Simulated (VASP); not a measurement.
# ZrOs (Pm-3m) in VASP: a series of runs, part 2 of 2

VASP 6.6.1.

**3. Electric field gradients, LDA (volume scaled by 0.99)**

The input, INCAR:

```
PREC     = Accurate       # precision mode
ENCUT    = 520            # plane-wave cutoff, eV
EDIFF    = 1E-8           # SCF threshold, eV
ISMEAR   = -1             # smearing method
SIGMA    = 0.03           # smearing width, eV
LREAL    = F              # projectors in reciprocal space
LASPH    = T              # aspherical terms in the spheres
NELM     = 100            # most SCF steps
ALGO     = Normal         # electronic algorithm
ISIF     = 2              # what is computed and relaxed
LWAVE    = F              # write WAVECAR
LCHARG   = F              # write CHGCAR
LEFG     = T            
NBANDS   = 17             # bands
```

The input, KPOINTS:

```
Automatic mesh
0
Gamma
  13 13 13
```

The input, POSCAR:

```
ZrOs
1.0
    3.2520868750      0.0000000000      0.0000000000
    0.0000000000      3.2520868750      0.0000000000
    0.0000000000      0.0000000000      3.2520868750
Zr Os
1 1
Direct
    0.5000000000      0.5000000000      0.5000000000
    0.0000000000      0.0000000000      0.0000000000
```

Potentials or basis: VASP PAW LDA potentials, release 64 (Zr_sv, Os).

Launch:

```
$ cat potpaw_LDA.64/Zr_sv/POTCAR potpaw_LDA.64/Os/POTCAR > POTCAR
$ mpirun -np 1 vasp_std > vasp.out
```

OUTCAR:

```text
PREC = Accurate
   ENCUT = 520
   EDIFF = 1E-8
   ISMEAR = -1
   LREAL = F
   LASPH = T
   NELM = 100
   ISIF = 2

 ion  position               nearest neighbor table
   1  0.500  0.500  0.500-   2 2.82   2 2.82   2 2.82   2 2.82   2 2.82   2 2.82   2 2.82   2 2.82

   2  0.000  0.000  0.000-   1 2.82   1 2.82   1 2.82   1 2.82   1 2.82   1 2.82   1 2.82   1 2.82

  LATTYP: Found a simple cubic cell.
 ALAT       =     3.2520868750

  Lattice vectors:

 A1 = (   3.2520868750,   0.0000000000,   0.0000000000)
[... 691 lines left out ...]
  FREE ENERGIE OF THE ION-ELECTRON SYSTEM (eV)
  ---------------------------------------------------
  free  energy   TOTEN  =       -23.0589898542 eV

  energy  without entropy=      -23.0565484784  energy(sigma->0) =      -23.05776917

 Electric field gradients (V/A^2)
---------------------------------------------------------------------
 ion       V_xx      V_yy      V_zz      V_xy      V_xz      V_yz
---------------------------------------------------------------------
   1       0.000     0.000    -0.000     0.000     0.000    -0.000
   2       0.000    -0.000     0.000    -0.000    -0.000    -0.000
---------------------------------------------------------------------

 Electric field gradients after diagonalization (V/A^2)
 (convention: |V_zz| > |V_xx| > |V_yy|)
----------------------------------------------------------------------
 ion       V_xx      V_yy      V_zz     asymmetry (V_yy - V_xx)/ V_zz
----------------------------------------------------------------------
   1       0.000    -0.000     0.000      -0.656
   2      -0.000     0.000     0.000       0.720
----------------------------------------------------------------------

           NMR quadrupolar parameters

 Cq : quadrupolar parameter    Cq=e*Q*V_zz/h
 eta: asymmetry parameters     (V_yy - V_xx)/ V_zz
 Q  : nuclear electric quadrupole moment in mb (millibarn)
----------------------------------------------------------------------
 ion       Cq(MHz)       eta       Q (mb)
----------------------------------------------------------------------
   1       0.000      -0.656       1.000
   2       0.000       0.720       1.000
----------------------------------------------------------------------
```

OSZICAR:

```text
N       E                     dE             d eps       ncg     rms          rms(c)
DAV:   1     0.147301529706E+03    0.14730E+03   -0.10570E+04  2984   0.115E+03
DAV:   2    -0.149707323586E+02   -0.16227E+03   -0.15474E+03  3267   0.348E+02
DAV:   3    -0.238276404547E+02   -0.88569E+01   -0.87449E+01  4621   0.668E+01
DAV:   4    -0.241075391002E+02   -0.27990E+00   -0.27920E+00  3476   0.831E+00
DAV:   5    -0.241134918099E+02   -0.59527E-02   -0.59517E-02  4047   0.116E+00    0.224E+01
DAV:   6    -0.232860164222E+02    0.82748E+00   -0.11255E+00  3083   0.786E+00    0.914E+00
DAV:   7    -0.230971033044E+02    0.18891E+00   -0.67704E-01  3644   0.577E+00    0.266E+00
DAV:   8    -0.230607497410E+02    0.36354E-01   -0.16756E-01  3771   0.275E+00    0.832E-01
DAV:   9    -0.230589263630E+02    0.18234E-02   -0.12992E-02  3331   0.103E+00    0.816E-02
DAV:  10    -0.230589830076E+02   -0.56645E-04   -0.26729E-04  3803   0.133E-01    0.364E-02
DAV:  11    -0.230589896810E+02   -0.66733E-05   -0.26172E-05  4054   0.349E-02    0.973E-03
DAV:  12    -0.230589899268E+02   -0.24581E-06   -0.94205E-07  3559   0.758E-03    0.401E-03
DAV:  13    -0.230589898549E+02    0.71830E-07   -0.82541E-08  3366   0.299E-03    0.794E-04
DAV:  14    -0.230589898542E+02    0.71645E-09   -0.50748E-09  1945   0.591E-04
   1 F= -.23058990E+02 E0= -.23057769E+02  d E =-.244138E-02
```

stdout:

```text
POSCAR found type information on POSCAR ZrOs
 POSCAR found :  2 types and       2 ions
 scaLAPACK will be used
 LDA part: xc-table for (Slater(with rela. corr.)+CA(PZ))
 , standard interpolation
 POSCAR, INCAR and KPOINTS ok, starting setup
 FFT: planning ... GRIDC
 FFT: planning ... GRID_SOFT
 FFT: planning ... GRID
 WAVECAR not read
 entering main loop
ion   1

ion   2
```

It took 31 s on 1 thread of Intel Xeon Platinum 8375C at 2.90GHz (Ice Lake), shared host; peak memory 0.17 GiB.

What came out:

| Item | Value |
| --- | --- |
| Free energy | -23.0590 eV |
| Pressure | -5.0 GPa |
| Band gap on the k mesh | zero (band 10 reaches 10.14 eV, above the bottom of band 11 at 9.10 eV) |

Levels at points of the mesh, in eV from the Fermi level:
| k point | band 8 | band 9 | band 10 | band 11 | band 12 | band 13 |
| --- | --- | --- | --- | --- | --- | --- |
| (0.00, 0.00, 0.00) | -1.64 | -1.64 | -1.64 | 2.09 | 2.09 | 5.22 |

Caveat: without QUAD_EFG the Cq values of the log hold for a quadrupole moment of 1 mb, not for the nuclei; spin-orbit coupling is left out, which moves the levels of the heavy elements.

**4. Electric field gradients, LDA (volume scaled by 1.01)**

The input, INCAR:

```
  ALGO = Normal
  EDIFF = 1E-8
  ENCUT = 520
  ISIF = 2
  ISMEAR = -1
  LASPH = T
  LCHARG = F
  LEFG = T
  LREAL = F
  LWAVE = F
  NBANDS = 17
  NELM = 80
  PREC = Accurate
  SIGMA = 0.03
```

The input, KPOINTS:

```
k-points
0
Gamma
  13 13 13
```

The input, POSCAR:

```
ZrOs
1.0
    3.2738406112      0.0000000000      0.0000000000
    0.0000000000      3.2738406112      0.0000000000
    0.0000000000      0.0000000000      3.2738406112
Zr Os
1 1
Direct
    0.5000000000      0.5000000000      0.5000000000
    0.0000000000      0.0000000000      0.0000000000
```

Potentials or basis: VASP PAW LDA potentials, release 64 (Zr_sv, Os).

Launch:

```
$ cat potpaw_LDA.64/Zr_sv/POTCAR potpaw_LDA.64/Os/POTCAR > POTCAR
$ mpirun -np 1 vasp_std > vasp.out
```

OUTCAR:

```text
EDIFF = 1E-8
   ENCUT = 520
   ISIF = 2
   ISMEAR = -1
   LASPH = T
   LREAL = F
   NELM = 80
   PREC = Accurate

 ion  position               nearest neighbor table
   1  0.500  0.500  0.500-   2 2.84   2 2.84   2 2.84   2 2.84   2 2.84   2 2.84   2 2.84   2 2.84

   2  0.000  0.000  0.000-   1 2.84   1 2.84   1 2.84   1 2.84   1 2.84   1 2.84   1 2.84   1 2.84

  LATTYP: Found a simple cubic cell.
 ALAT       =     3.2738406112

  Lattice vectors:

 A1 = (   3.2738406112,   0.0000000000,   0.0000000000)
 A2 = (   0.0000000000,   3.2738406112,   0.0000000000)
 A3 = (   0.0000000000,   0.0000000000,   3.2738406112)

Analysis of symmetry for initial positions (statically):
=====================================================================
 Subroutine PRICEL returns:
 Original cell was already a primitive cell.

 Routine SETGRP: Setting up the symmetry group for a
 simple cubic supercell.
[... 667 lines left out ...]
  energy-cutoff  :      520.00
  volume of cell :       35.09
      direct lattice vectors                 reciprocal lattice vectors
     3.273840611  0.000000000  0.000000000     0.305451645  0.000000000  0.000000000
     0.000000000  3.273840611  0.000000000     0.000000000  0.305451645  0.000000000
     0.000000000  0.000000000  3.273840611     0.000000000  0.000000000  0.305451645

 POSITION                                       TOTAL-FORCE (eV/Angst)
 -----------------------------------------------------------------------------------
      1.63692      1.63692      1.63692         0.000000      0.000000      0.000000
      0.00000      0.00000      0.00000         0.000000      0.000000      0.000000
 -----------------------------------------------------------------------------------
    total drift:                                0.000000     -0.000000     -0.000000

  FREE ENERGIE OF THE ION-ELECTRON SYSTEM (eV)
  ---------------------------------------------------
  free  energy   TOTEN  =       -23.0286548188 eV

  energy  without entropy=      -23.0263392730  energy(sigma->0) =      -23.02749705

 Electric field gradients (V/A^2)
---------------------------------------------------------------------
 ion       V_xx      V_yy      V_zz      V_xy      V_xz      V_yz
---------------------------------------------------------------------
   1      -0.000     0.000     0.000    -0.000     0.000    -0.000
   2       0.000     0.000     0.000     0.000     0.000     0.000
---------------------------------------------------------------------

 Electric field gradients after diagonalization (V/A^2)
 (convention: |V_zz| > |V_xx| > |V_yy|)
----------------------------------------------------------------------
 ion       V_xx      V_yy      V_zz     asymmetry (V_yy - V_xx)/ V_zz
----------------------------------------------------------------------
   1       0.000    -0.000     0.000      -1.091
   2       0.000     0.000     0.000      -0.491
----------------------------------------------------------------------

           NMR quadrupolar parameters

 Cq : quadrupolar parameter    Cq=e*Q*V_zz/h
 eta: asymmetry parameters     (V_yy - V_xx)/ V_zz
 Q  : nuclear electric quadrupole moment in mb (millibarn)
----------------------------------------------------------------------
 ion       Cq(MHz)       eta       Q (mb)
----------------------------------------------------------------------
   1       0.000      -1.091       1.000
   2       0.000      -0.491       1.000
----------------------------------------------------------------------
```

OSZICAR:

```text
N       E                     dE             d eps       ncg     rms          rms(c)
DAV:   1     0.145571229648E+03    0.14557E+03   -0.10578E+04  2968   0.115E+03
DAV:   2    -0.150520812185E+02   -0.16062E+03   -0.15369E+03  3209   0.347E+02
DAV:   3    -0.237907072846E+02   -0.87386E+01   -0.86255E+01  4614   0.666E+01
DAV:   4    -0.241040299669E+02   -0.31332E+00   -0.31268E+00  3430   0.862E+00
DAV:   5    -0.241128234591E+02   -0.87935E-02   -0.87916E-02  4148   0.129E+00    0.214E+01
DAV:   6    -0.232601896736E+02    0.85263E+00   -0.11668E+00  3069   0.798E+00    0.862E+00
DAV:   7    -0.230679301276E+02    0.19226E+00   -0.69533E-01  3661   0.575E+00    0.258E+00
DAV:   8    -0.230305974556E+02    0.37333E-01   -0.17264E-01  3811   0.275E+00    0.834E-01
DAV:   9    -0.230285893479E+02    0.20081E-02   -0.13187E-02  3306   0.103E+00    0.839E-02
DAV:  10    -0.230286464722E+02   -0.57124E-04   -0.24478E-04  3818   0.131E-01    0.352E-02
DAV:  11    -0.230286546554E+02   -0.81832E-05   -0.27671E-05  4126   0.348E-02    0.102E-02
DAV:  12    -0.230286548932E+02   -0.23782E-06   -0.92976E-07  3501   0.761E-03    0.412E-03
DAV:  13    -0.230286548187E+02    0.74534E-07   -0.82932E-08  3301   0.308E-03    0.563E-04
DAV:  14    -0.230286548188E+02   -0.13210E-09   -0.37977E-09  1870   0.433E-04
   1 F= -.23028655E+02 E0= -.23027497E+02  d E =-.231555E-02
```

Wall time 32 s (1 thread of Intel Xeon Platinum 8375C at 2.90GHz (Ice Lake), shared host); peak memory 0.17 GiB.

What came out:

```
Free energy            : -23.0287 eV
Pressure               : -9.2 GPa
Band gap on the k mesh : zero (band 10 reaches 9.85 eV, above the bottom of band 11 at 8.85 eV)
```

Levels at points of the mesh, in eV from the Fermi level:
```csv
k point,band 8,band 9,band 10,band 11,band 12,band 13
"(0.00, 0.00, 0.00)",-1.58,-1.58,-1.58,2.07,2.07,5.11
```

Caveat: without QUAD_EFG the Cq values of the log hold for a quadrupole moment of 1 mb, not for the nuclei; spin-orbit coupling is left out, which moves the levels of the heavy elements.
